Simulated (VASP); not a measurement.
Wanted: the native input for a VASP 6.6.1 run.

- Task: single point
- Functional: PBE
- Potentials or basis: VASP PAW PBE potentials, release 64 (Sn_d, O)
- Cutoff: 520 eV
- k mesh: 6 × 6 × 8
- Occupations: gaussian, width 0.05 eV
- Spin: no spin polarisation
- Dipole correction: no
- Further INCAR settings: ALGO = Normal; EDIFF = 1e-06; NBANDS = 35

The structure of SnO2 lies in POSCAR:

```
SnO2
1.0
    4.8277049966      0.0000000000      0.0000000000
    0.0000000000      4.8277049966      0.0000000000
    0.0000000000      0.0000000000      3.2379909407
Sn O
2 4
Direct
    0.0000000000      0.0000000000      0.0000000000
    0.5000000000      0.5000000000      0.5000000000
    0.2699879580      0.2699879580      0.0000000000
    0.1567777846      0.7699879580      0.5000000000
    0.6567777846      0.6567777846      0.0000000000
    0.7699879580      0.1567777846      0.5000000000
```

This cell differs from its parent crystal: all O atoms moved -0.250 Å, as atom 3 towards its neighbour atom 5 (O) at 2.641 Å.

One way to write it, as run:

INCAR

```
SYSTEM = SnO2
PREC = Accurate ; ENCUT = 520
EDIFF = 1E-6 ; ISMEAR = 0
SIGMA = 0.05 ; LREAL = .False.
LASPH = .True. ; NELM = 100
ALGO = Normal ; ISIF = 2
LWAVE = .False. ; LCHARG = .False.
GGA = PE ; NBANDS = 35
```

KPOINTS

```
Automatic mesh
0
Gamma
  6 6 8
  0 0 0
```

Potentials or basis: VASP PAW PBE potentials, release 64 (Sn_d, O).

Run with:

```bash
$ cat potpaw_PBE.64/Sn_d/POTCAR potpaw_PBE.64/O/POTCAR > POTCAR
$ mpirun -np 1 vasp_std > vasp.out
```

It gave:

```yaml
Pressure: 6.7 GPa
Largest_force: 4.904 eV/Å
Band_gap_on_the_k_mesh: 0.75 eV
```

Caveat: the cell differs from its parent crystal (all O atoms moved -0.250 Å, as atom 3 towards its neighbour atom 5 (O) at 2.641 Å); the cell stands under pressure; semilocal functionals underestimate gaps, and a narrow one can read as zero; spin-orbit coupling is left out, which moves the levels of the heavy elements; forces of over 1 eV/Å act on the atoms, so gaps and moduli don't describe the material at rest.

It took 4 min on 1 thread of Intel Xeon 8259CL, with other jobs on the host, peak memory 0.27 GiB.
